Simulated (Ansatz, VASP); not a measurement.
Rh: VASP beside Ansatz

```
Rh
1.0
     0.00000    1.90155    1.90155
     1.90155    0.00000    1.90155
     1.90155    1.90155    0.00000
Rh
1
Direct
  0.00000 0.00000 0.00000
```

Alike in both runs: task relaxation of cell and atoms; functional LDA; k mesh 23 × 23 × 23; occupations fermi-dirac, width 0.05 eV; no spin polarisation.

```csv
,VASP,Ansatz
version,VASP 6.6.1,Ansatz 0.2.0
potentials or method,"VASP PAW LDA potentials, release 64 (Rh_pv)","PAW with Ansatz's default frozen-core files, scalar-relativistic"
plane-wave cutoff (eV),600,420
valence electrons in the cell,15,17
```

VASP gave:

* relaxed volume (Å³/atom): 13.26
* relaxed length of the cell vector where the two differ most in proportion (Å): 2.657

Q: Estimate Ansatz's values.

A: Relaxed volume (Å³/atom): 13.23; relaxed length of the cell vector where the two differ most in proportion (Å): 2.654.

LDA's correlation is that of Perdew and Zunger in VASP and of Perdew and Wang (1992) in Ansatz. VASP's potentials hold 15 valence electrons a cell and Ansatz's 17, so a difference there can come from the potentials and not from the codes.
